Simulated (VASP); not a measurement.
SrTiO3, 5 atoms in the cell. Symmetry: Pm-3m, No. 221, cubic system. The conventional cell has a = 3.936 Å, b = 3.936 Å, c = 3.936 Å, α = 90.00°, β = 90.00°, γ = 90.00°. Within 3.7 Å of Sr (site symmetry m-3m) lie 12 O at 2.78 Å and 8 Ti at 3.41 Å. Within 2.6 Å of Ti (site symmetry m-3m) lie 6 O at 1.97 Å. O (site symmetry 4/mmm) has 2 Ti at 1.97 Å within 2.6 Å. 

| Property | Result |
| --- | --- |
| Program | VASP 6.6.1 |
| Task | single point |
| Functional | PBE |
| Potentials or basis | VASP PAW PBE potentials, release 64 (Sr_sv, Ti_sv, O) |
| Cutoff | 520 eV |
| k mesh | 6 × 6 × 6 |
| Occupations | gaussian, width 0.02 eV |
| Spin | no spin polarisation |
| Dipole correction | no |
| Further INCAR settings | ALGO = Normal; EDIFF = 1e-07; NBANDS = 28 |

Potentials or basis: VASP PAW PBE potentials, release 64 (Sr_sv, Ti_sv, O).

Command:

```bash
$ cat potpaw_PBE.64/Sr_sv/POTCAR potpaw_PBE.64/Ti_sv/POTCAR potpaw_PBE.64/O/POTCAR > POTCAR
$ mpirun -np 1 vasp_std > vasp.out
```

Hardware: 1 thread of Intel Xeon 8259CL, with other jobs on the host.

Task: Estimate the wall time of this run.

Result: Run time: 74 s on 1 thread of Intel Xeon 8259CL, with other jobs on the host, peak memory 0.19 GiB. Counts: scf iterations 18, k points 20.
